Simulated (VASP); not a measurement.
Set up this calculation in VASP 6.6.1, as the native input.

```
Task                   : single point
Functional             : PBEsol
Potentials or basis    : VASP PAW PBE potentials, release 64 (Pt)
Cutoff                 : 520 eV
k mesh                 : 4 × 4 × 8
Occupations            : fermi-dirac, width 0.08 eV
Spin                   : no spin polarisation
Dipole correction      : no
Further INCAR settings : ALGO = Normal; EDIFF = 1e-06; NBANDS = 28
```

The structure of Pt lies in POSCAR:

```
Pt
1.0
    0.0000000000      3.9218000000      3.9218000000
    3.9218000000      0.0000000000      3.9218000000
    1.9609000000      1.9609000000      0.0000000000
Pt
4
Direct
   -0.0007450660      0.0036993217     -0.0028940792
    0.0011207864      0.5014458922     -0.0127342037
    0.4965900862     -0.0029708297      0.0092549340
    0.5030341935      0.4978256158      0.0063733490
```

The input as run:

INCAR

```
SYSTEM = Pt
  PREC = Accurate
  ENCUT = 520
  EDIFF = 1E-6
  ISMEAR = -1
  SIGMA = 0.08
  LREAL = .False.
  LASPH = .True.
  NELM = 100
  ALGO = Normal
  ISIF = 2
  LWAVE = .False.
  LCHARG = .False.
  GGA = PS
  NBANDS = 28
```

KPOINTS

```
regular mesh
0
Gamma
  4 4 8
  0 0 0
```

Potentials or basis: VASP PAW PBE potentials, release 64 (Pt).

The run is started by

```bash
$ cat potpaw_PBE.64/Pt/POTCAR > POTCAR
$ mpirun -np 1 vasp_std > vasp.out
```

It gave:

```
Pressure               : -1.4 GPa
Largest force          : 0.318 eV/Å
Band gap on the k mesh : zero (band 20 reaches 11.56 eV, above the bottom of band 21 at 10.18 eV)
```

Caveat: the PAW data sets were made with another functional, which shifts forces and pressure a little; spin-orbit coupling is left out, which moves the levels of the heavy elements.

Run time: 110 s on 1 thread of Intel(R) Xeon(R) 6975P-C (Granite Rapids), on a shared host, peak memory 0.23 GiB.
